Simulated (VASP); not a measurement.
# LiSi2Ni6: single point with PBE

Crystal: LiSi2Ni6.

```
Li Si Ni
1.0
     3.97543    0.00000    0.00000
    -1.98772    3.44283    0.00000
     0.00000    0.00000    7.41351
Li Si Ni
1 2 6
Direct
  0.00000 0.00000 0.00000
  0.00000 0.00000 0.32713
  0.00000 0.00000 0.67287
  0.33333 0.66667 0.17224
  0.33333 0.66667 0.50000
  0.33333 0.66667 0.82776
  0.66667 0.33333 0.17224
  0.66667 0.33333 0.50000
  0.66667 0.33333 0.82776
```

```
Program             : VASP 6.6.1
Task                : single point
Functional          : PBE
Potentials or basis : VASP PAW PBE potentials, release 64 (Li_sv, Si, Ni)
Cutoff              : 520 eV
k mesh              : 6 × 6 × 4
Occupations         : gaussian, width 0.2 eV
Spin                : no spin polarisation
```

```yaml
Largest_force: 0.019 eV/Å
Band_gap_on_the_k_mesh: zero (an odd number of electrons rules out a gap without spin polarisation)
```

Forces on the atoms (eV/Å):
```
Li   0.000  0.000  0.000
Si   0.000  0.000  0.009
Si   0.000  0.000 -0.009
Ni   0.000  0.000 -0.019
Ni   0.000  0.000  0.000
Ni   0.000  0.000  0.019
Ni   0.000  0.000 -0.019
Ni   0.000  0.000  0.000
Ni   0.000  0.000  0.019
```

Levels at points of the mesh, in eV from the Fermi level:
```tsv
k point	band 31	band 32	band 33	band 34	band 35	band 36	band 37	band 38	band 39	band 40
(0.00, 0.00, 0.00)	-0.55	-0.47	-0.47	-0.43	1.31	1.89	1.98	2.80	2.80	3.19
(0.50, 0.00, 0.00)	-0.65	-0.64	-0.59	-0.47	-0.44	-0.34	-0.18	-0.03	1.55	2.54
(0.00, 0.00, 0.50)	-0.75	-0.73	-0.73	0.27	0.33	1.89	2.87	2.87	3.60	3.60
(0.50, 0.00, 0.50)	-0.54	-0.49	-0.46	-0.41	-0.28	-0.16	0.21	0.58	0.79	1.71
```

Run time: 3.7 min on 1 thread of Oxide Virtual Turin-like Processor, on a shared host, peak memory 0.22 GiB.

 Spin polarisation is off, so any magnetic state and its effect on volume and gap are missing.
